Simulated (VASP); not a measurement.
A run of VASP 6.6.1:

The input INCAR:

```
SYSTEM = Os
PREC     = Accurate       ! precision mode
ENCUT    = 520            ! plane-wave cutoff, eV
EDIFF    = 1E-6           ! SCF threshold, eV
ISMEAR   = -1             ! smearing method
SIGMA    = 0.1            ! smearing width, eV
LREAL    = .FALSE.        ! projectors in reciprocal space
LASPH    = .TRUE.         ! aspherical terms in the spheres
NELM     = 60             ! most SCF steps
ALGO     = Normal         ! electronic algorithm
ISIF     = 2              ! what is computed and relaxed
LWAVE    = .FALSE.        ! write WAVECAR
LCHARG   = .FALSE.        ! write CHGCAR
GGA      = PE             ! functional
NBANDS   = 19             ! bands
```

File KPOINTS:

```
Automatic mesh
0
G
  10 10 13
  0 0 0
```

File POSCAR:

```
Os
1.0
    3.8418073429      0.0000000000      0.0000000000
   -1.9209036714      3.3271027554      0.0000000000
    0.0000000000      0.0000000000      2.3649604344
Os
3
Direct
    0.0000000000      0.0000000000      0.0000000000
    0.3333333333      0.6666666667      0.5000000000
    0.6666666667      0.3333333333      0.5000000000
```

Potentials or basis: VASP PAW PBE potentials, release 64 (Os).

The run is started by

```console
$ cat potpaw_PBE.64/Os/POTCAR > POTCAR
$ mpirun -np 1 vasp_std > vasp.out
```

Hardware: 1 thread of AMD EPYC 9R45 96-Core Processor (Zen 5), with other jobs on the host.

Question: How long does it take, and how much memory?

Answer: Run time: 34 s on 1 thread of AMD EPYC 9R45 96-Core Processor (Zen 5) (shared host), peak memory 0.14 GiB. Counts: scf iterations 13, k points 98.
